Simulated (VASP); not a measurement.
# ZnInGaO4 (R3m) in VASP: single point with PBEsol

Aim: the single point of ZnInGaO4 with PBEsol.

Everything below comes from runs of VASP 6.6.1. Logs are shortened: lines on timing, memory, paths and dates and some standing lists are left out, and cuts for length are marked.

### 1 The cell of the first run

Symmetry: R3m, No. 160, trigonal system. Conventional cell: a = 3.361 Å, b = 3.361 Å, c = 26.140 Å, α = 90.00°, β = 90.00°, γ = 120.00°. Within 2.7 Å of Zn (site symmetry 3m) lie 5 O at 2.01 to 2.53 Å. In (site symmetry 3m) has 7 O at 2.16 to 2.96 Å within 3.0 Å. Ga (site symmetry 3m) has 5 O at 1.94 to 2.00 Å within 2.6 Å. Within 2.7 Å of O (site symmetry 3m) lie 1 Zn at 2.01 Å and 3 In at 2.29 Å. Within 2.6 Å of O (site symmetry 3m) lie 1 Ga at 1.98 Å and 3 In at 2.16 Å. O (site symmetry 3m) has 3 Ga at 1.94 Å and 1 Zn at 2.53 Å within 2.6 Å. O (site symmetry 3m) has 1 Ga at 2.00 Å and 3 Zn at 2.02 Å and 3 O at 2.76 Å within 2.8 Å.

### 2 Single point, PBEsol (atom 2 (In) moved +0.150 Å along Cartesian [0 0 1])

Input file INCAR:

```
SYSTEM = ZnInGaO4
  ALGO = Normal
  EDIFF = 1E-7
  ENCUT = 520
  GGA = PS
  ISIF = 2
  ISMEAR = 0
  LASPH = .TRUE.
  LCHARG = .FALSE.
  LREAL = .FALSE.
  LWAVE = .FALSE.
  NBANDS = 40
  NELM = 80
  PREC = Accurate
  SIGMA = 0.05
```

Input file KPOINTS:

```
k-points
0
G
  12 12 12
  0 0 0
```

Input file POSCAR:

```
ZnInGaO4
1.0
    1.6803268679      0.9701371695      8.7134054620
   -1.6803268679      0.9701371695      8.7134054620
    0.0000000000     -1.9402743390      8.7134054620
Zn In Ga O
1 1 1 4
Direct
    0.2183820000      0.2183820000      0.2183820000
    0.0085062846      0.0085062846      0.0085062846
    0.7870340000      0.7870340000      0.7870340000
    0.2951430000      0.2951430000      0.2951430000
    0.7113580000      0.7113580000      0.7113580000
    0.1217170000      0.1217170000      0.1217170000
    0.8635990000      0.8635990000      0.8635990000
```

Potentials or basis: VASP PAW PBE potentials, release 64 (Zn, In_d, Ga_d, O).

Run with:

```console
cat potpaw_PBE.64/Zn/POTCAR potpaw_PBE.64/In_d/POTCAR potpaw_PBE.64/Ga_d/POTCAR potpaw_PBE.64/O/POTCAR > POTCAR
mpirun -np 1 vasp_std > vasp.out
```

OUTCAR:

```text
SYSTEM = ZnInGaO4
   EDIFF = 1E-7
   ENCUT = 520
   GGA = PS
   ISIF = 2
   ISMEAR = 0
   LASPH = .TRUE.
   LREAL = .FALSE.
   NELM = 80
   PREC = Accurate

 ion  position               nearest neighbor table
   1  0.218  0.218  0.218-   4 2.01   7 2.02   7 2.02   7 2.02
   2  0.009  0.009  0.009-   5 2.16   5 2.16   5 2.16   4 2.29   4 2.29   4 2.29   6 2.96
   3  0.787  0.787  0.787-   6 1.94   6 1.94   6 1.94   5 1.98   7 2.00
   4  0.295  0.295  0.295-   1 2.01   2 2.29   2 2.29   2 2.29
   5  0.711  0.711  0.711-   3 1.98   2 2.16   2 2.16   2 2.16
   6  0.122  0.122  0.122-   3 1.94   3 1.94   3 1.94   2 2.96
   7  0.864  0.864  0.864-   3 2.00   1 2.02   1 2.02   1 2.02

  LATTYP: Found a trigonal (rhomboedric) cell.
 ALAT       =     8.9268191007
 COS(alpha) =     0.9291362598

  Lattice vectors:

 A1 = (   1.6803268679,   0.9701371695,   8.7134054620)
 A2 = (  -1.6803268679,   0.9701371695,   8.7134054620)
 A3 = (   0.0000000000,  -1.9402743390,   8.7134054620)

Analysis of symmetry for initial positions (statically):
=====================================================================
 Subroutine PRICEL returns:
 Original cell was already a primitive cell.

 Routine SETGRP: Setting up the symmetry group for a
 trigonal (rhombohedral) supercell.

 Subroutine GETGRP returns: Found  6 space group operations
 (whereof  6 operations were pure point group operations)
 out of a pool of 12 trial point group operations.

The static configuration has the point symmetry C_3v.

Analysis of symmetry for dynamics (positions and initial velocities):
=====================================================================
 Subroutine PRICEL returns:
 Original cell was already a primitive cell.

 Routine SETGRP: Setting up the symmetry group for a
 trigonal (rhombohedral) supercell.

 Subroutine GETGRP returns: Found  6 space group operations
 (whereof  6 operations were pure point group operations)
 out of a pool of 12 trial point group operations.

The dynamic configuration has the point symmetry C_3v.

 Subroutine INISYM returns: Found  6 space group operations
 (whereof  6 operations are pure point group operations),
 and found     1 'primitive' translations

----------------------------------------------------------------------------------------

                                     Primitive cell

  volume of cell :      85.2248

  direct lattice vectors                    reciprocal lattice vectors
     1.680326868  0.970137169  8.713405462     0.297561153  0.171797012  0.038255230
    -1.680326868  0.970137169  8.713405462    -0.297561153  0.171797012  0.038255230
     0.000000000 -1.940274339  8.713405462     0.000000000 -0.343594023  0.038255230

  length of vectors
     8.926819101  8.926819101  8.926819101     0.345717103  0.345717103  0.345717103

  position of ions in fractional coordinates (direct lattice)
     0.218382000  0.218382000  0.218382000
     0.008506285  0.008506285  0.008506285
     0.787034000  0.787034000  0.787034000
     0.295143000  0.295143000  0.295143000
     0.711358000  0.711358000  0.711358000
     0.121717000  0.121717000  0.121717000
     0.863599000  0.863599000  0.863599000

  ion indices of the primitive-cell ions
   primitive index   ion index
                 1           1
                 2           2
                 3           3
                 4           4
                 5           5
                 6           6
                 7           7

----------------------------------------------------------------------------------------

 KPOINTS: k-points

Automatic generation of k-mesh.
 Grid dimensions read from file:
 generate k-points for:   12   12   12

 Generating k-lattice:

  Cartesian coordinates                     Fractional coordinates (reciprocal lattice)
     0.024796763  0.014316418  0.003187936     0.083333333  0.000000000  0.000000000
    -0.024796763  0.014316418  0.003187936     0.000000000  0.083333333  0.000000000
     0.000000000 -0.028632835  0.003187936     0.000000000  0.000000000  0.083333333

  Length of vectors
     0.028809759  0.028809759  0.028809759

  Shift w.r.t. Gamma in fractional coordinates (k-lattice)
     0.000000000  0.000000000  0.000000000

 Subroutine IBZKPT returns following result:
 ===========================================

 Found    189 irreducible k-points:

 Following reciprocal coordinates:
            Coordinates               Weight
  0.000000  0.000000  0.000000      1.000000
  0.083333  0.000000  0.000000      6.000000
  0.166667  0.000000  0.000000      6.000000
  0.250000  0.000000 -0.000000      6.000000
  0.333333 -0.000000 -0.000000      6.000000
  0.416667 -0.000000 -0.000000      6.000000
[... 16 lines left out ...]
  0.500000  0.166667  0.000000     12.000000
 -0.416667  0.166667  0.000000     12.000000
 [... further k-points ...]
   k-points           NKPTS =    189   k-points in BZ     NKDIM =    189   number of bands    NBANDS=     40
   number of dos      NEDOS =    301   number of ions     NIONS =      7
   total plane-waves  NPLWV = 343000
   dimension x,y,z NGX =    70 NGY =   70 NGZ =   70
   dimension x,y,z NGXF=   140 NGYF=  140 NGZF=  140
   ions per type =               1   1   1   4
   NGX,Y,Z   is equivalent  to a cutoff of  13.04, 13.04, 13.04 a.u.
   NGXF,Y,Z  is equivalent  to a cutoff of  26.07, 26.07, 26.07 a.u.
 SYSTEM =  ZnInGaO4
   PREC   = accura    normal or accurate (medium, high low for compatibility)
   ISTART =      0    job   : 0-new  1-cont  2-samecut
   ICHARG =      2    charge: 1-file 2-atom 10-const
   ISPIN  =      1    spin polarized calculation?
   LNONCOLLINEAR =      F non collinear calculations
   LSORBIT =      F    spin-orbit coupling
   LASPH  =      T    aspherical Exc in radial PAW
   ENCUT  =  520.0 eV  38.22 Ry    6.18 a.u.  16.60 16.60 16.60*2*pi/ulx,y,z
   NELM   =     80;   NELMIN=  2; NELMDL= -5     # of ELM steps
   EDIFF  = 0.1E-06   stopping-criterion for ELM
   LREAL  =      F    real-space projection
   EDIFFG = 0.1E-05   stopping-criterion for IOM
   NSW    =      0    number of steps for IOM
   IBRION =     -1    ionic relax: 0-MD 1-quasi-New 2-CG
   NFREE  =      0    steps in history (QN), initial steepest desc. (CG)
   ISIF   =      2    stress and relaxation
   ISYM   =      2    0-nonsym 1-usesym 2-fastsym
   POTIM  = 0.5000    time-step for ionic-motion
   TEBEG  =    0.0;   TEEND  =   0.0 temperature during run
   PSTRESS=    0.0 pullay stress
   NELECT =      62.0000    total number of electrons
   NUPDOWN=      -1.0000    fix difference up-down
   EMIN   =  10.00;   EMAX   =-10.00  energy-range for DOS
   EFERMI =   0.00;   METHOD = LEGACY
   ISMEAR =     0;   SIGMA  =   0.05  broadening in eV -4-tet -1-fermi 0-gaus
   EFERMI_NEDOS =   21; number of points for ismear=-14 and -15
   IALGO  =     38    algorithm
   IMIX   =      4    mixing-type and parameters
     AMIX     =   0.40;   BMIX     =  1.00
     AMIX_MAG =   1.60;   BMIX_MAG =  1.00
  volume/ion in A,a.u.               =      12.17        82.16
  Fermi-wavevector in a.u.,A,eV,Ry     =   1.472369  2.782374 29.495673  2.167871
  Thomas-Fermi vector in A             =   2.587392
   LORBIT       =      0    0 simple, 1 ext, 2 COOP (PROOUT), +10 PAW based schemes
   GGA     = PS    functional components
   LHFCALC =     F    Hartree Fock is set to
   AEXX    =    0.0000 exact exchange contribution
   IVDW    =     0    specifies the selected vdW correction
   LEPSILON=     F    determine dielectric tensor
   LRPA    =     F    only Hartree local field effects (RPA)
 non-spin polarized calculation
 Gauss-broadening in eV      SIGMA  =   0.05
  energy-cutoff  :      520.00
  volume of cell :       85.22
 maximum number of plane-waves:      2312
 NGX is ok and might be reduce to    70
   NGX = 33   NGY = 33   NGZ = 33

 number of electron      61.9999997 magnetization

 Free energy of the ion-electron system (eV)
  ---------------------------------------------------
  ext. energy  EPLUGINS =         0.00000000
  ---------------------------------------------------
  free energy    TOTEN  =       -40.39382058 eV

  energy without entropy =      -40.39382058  energy(sigma->0) =      -40.39382058

 E-fermi :   3.7929     XC(G=0): -11.2802

 val. band max:        3.5755803260   @ k =   0.0000   0.0000   0.0000
 cond. band min:       4.3885168621   @ k =   0.0000   0.0000   0.0000
 fundamental gap:      0.8129365361
 Fermi energy:         3.7928891501

 k-point     1 :       0.0000    0.0000    0.0000
  band No.  band energies     occupation
      1     -15.3565      2.00000
      2     -14.4778      2.00000
      3     -13.4689      2.00000
      4     -12.6025      2.00000
      5     -10.1468      2.00000
      6     -10.1468      2.00000
[... 32 lines left out ...]
     39      15.2886      0.00000
     40      15.2898      0.00000

 k-point     2 :       0.0833    0.0000    0.0000
  band No.  band energies     occupation
      1     -15.3155      2.00000
      2     -14.4582      2.00000
      3     -13.4509      2.00000
      4     -12.6168      2.00000
      5     -10.1352      2.00000
      6     -10.1324      2.00000
[... 32 lines left out ...]
     39      14.8898      0.00000
     40      15.4001      0.00000

 k-point     3 :       0.1667    0.0000    0.0000
  band No.  band energies     occupation
      1     -15.2007      2.00000
      2     -14.4101      2.00000
      3     -13.4020      2.00000
      4     -12.6450      2.00000
      5     -10.0966      2.00000
      6     -10.0925      2.00000
[... 853 lines left out ...]
  band No.  band energies     occupation
      1     -14.6523      2.00000
      2     -14.3550      2.00000
      3     -13.1975      2.00000
      4     -12.6066      2.00000
      5      -9.9462      2.00000
      6      -9.8396      2.00000
[... 32 lines left out ...]
     39      14.0649      0.00000
     40      14.2287      0.00000

 k-point    24 :      -0.4167    0.1667    0.0000
  band No.  band energies     occupation
      1     -14.5911      2.00000
      2     -14.3748      2.00000
      3     -13.1810      2.00000
      4     -12.5931      2.00000
      5      -9.9282      2.00000
      6      -9.8436      2.00000
[... 32 lines left out ...]
     39      13.9754      0.00000
     40      14.1644      0.00000

 [... further k-points ...]

------------------------ aborting loop because EDIFF is reached ----------------------------------------

  FORCE on cell =-STRESS in cart. coord.  units (eV):
  Direction    XX          YY          ZZ          XY          YZ          ZX
  --------------------------------------------------------------------------------------
  -------------------------------------------------------------------------------------
  Total       -2.4509738     -2.4509738     -3.8297434      0.0000000     -0.0000000      0.0000000
  in kB      -46.0768904    -46.0768904    -71.9969609      0.0000000     -0.0000000      0.0000000
  external PRESSURE =     -54.7169139 kB  Pullay stress =       0.0000000 kB

 VOLUME and BASIS-vectors are now :
 -----------------------------------------------------------------------------
  energy-cutoff  :      520.00
  volume of cell :       85.22
      direct lattice vectors                 reciprocal lattice vectors
     1.680326868  0.970137169  8.713405462     0.297561153  0.171797012  0.038255230
    -1.680326868  0.970137169  8.713405462    -0.297561153  0.171797012  0.038255230
     0.000000000 -1.940274339  8.713405462     0.000000000 -0.343594023  0.038255230

 POSITION                                       TOTAL-FORCE (eV/Angst)
 -----------------------------------------------------------------------------------
      0.00000      0.00000      5.70855         0.000000      0.000000      0.563089
      0.00000      0.00000      0.22236         0.000000     -0.000000     -2.289642
      0.00000      0.00000     20.57324         0.000000      0.000000      0.696356
      0.00000      0.00000      7.71510         0.000000      0.000000      0.926328
      0.00000      0.00000     18.59505         0.000000     -0.000000      0.964209
      0.00000      0.00000      3.18171         0.000000     -0.000000     -0.403669
      0.00000      0.00000     22.57466         0.000000     -0.000000     -0.456671
 -----------------------------------------------------------------------------------
    total drift:                               -0.000000     -0.000000      0.001550

  FREE ENERGIE OF THE ION-ELECTRON SYSTEM (eV)
  ---------------------------------------------------
  free  energy   TOTEN  =       -40.3938205837 eV

  energy  without entropy=      -40.3938205837  energy(sigma->0) =      -40.39382058
```

Wall time 59 min (1 thread of Intel Xeon Platinum 8488C (Sapphire Rapids), shared host); peak memory 1.1 GiB.

What came out:

```
Free energy            : -40.3938 eV
Pressure               : -5.5 GPa
Largest force          : 2.290 eV/Å
Band gap on the k mesh : 0.81 eV
```

Forces in eV/Å, atoms in the order of the input:
```
Zn   0.000  0.000  0.563
In   0.000  0.000 -2.290
Ga   0.000  0.000  0.696
O    0.000  0.000  0.926
O    0.000  0.000  0.964
O    0.000  0.000 -0.404
O    0.000  0.000 -0.457
```

Caveat: the cell differs from its parent crystal (atom 2 (In) moved +0.150 Å along Cartesian [0 0 1]); the cell stands under tension; the PAW data sets were made with another functional, which shifts forces and pressure a little; spin-orbit coupling is left out, which moves the levels of the heavy elements.
